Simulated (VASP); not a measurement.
Here is a VASP 6.6.1 calculation.

The input INCAR:

```
PREC = Accurate
ENCUT = 520
EDIFF = 1E-7
ISMEAR = 0
SIGMA = 0.1
LREAL = F
LASPH = T
NELM = 150
ALGO = Fast
ISIF = 2
LWAVE = F
LCHARG = T
ISPIN = 2
MAGMOM = 0 0 0 4.73 0.6
LORBIT = 11
LMAXMIX = 4
GGA = PE
LELF = T
LVHAR = T
NBANDS = 47
```

The input KPOINTS:

```
regular mesh
0
Gamma
  8 8 8
```

POSCAR

```
Sn3Mo2
1.0
    5.2462384889      0.0000000000      0.0000000000
    0.0000000000      5.2462384889      0.0000000000
    0.0000000000      0.0000000000      5.2462384889
Sn Mo
3 2
Direct
    0.0000000000      0.5000000000      0.5000000000
    0.5000000000      0.0000000000      0.5000000000
    0.5000000000      0.5000000000      0.0000000000
    0.0000000000      0.0000000000      0.0000000000
    0.5000000000      0.5000000000      0.5000000000
```

Potentials or basis: VASP PAW PBE potentials, release 64 (Sn_d, Mo_sv).

Run with:

```console
$ cat potpaw_PBE.64/Sn_d/POTCAR potpaw_PBE.64/Mo_sv/POTCAR > POTCAR
$ mpirun -np 1 vasp_std > vasp.out
```

(1) Predict the net moment.

(2) Predict the pressure.

(3) Estimate the site moments.

Results:

(1) 5.56 μB per cell.

(2) 0.0 GPa.

(3) Sn +0.01; Mo +3.81, +0.64 μB.
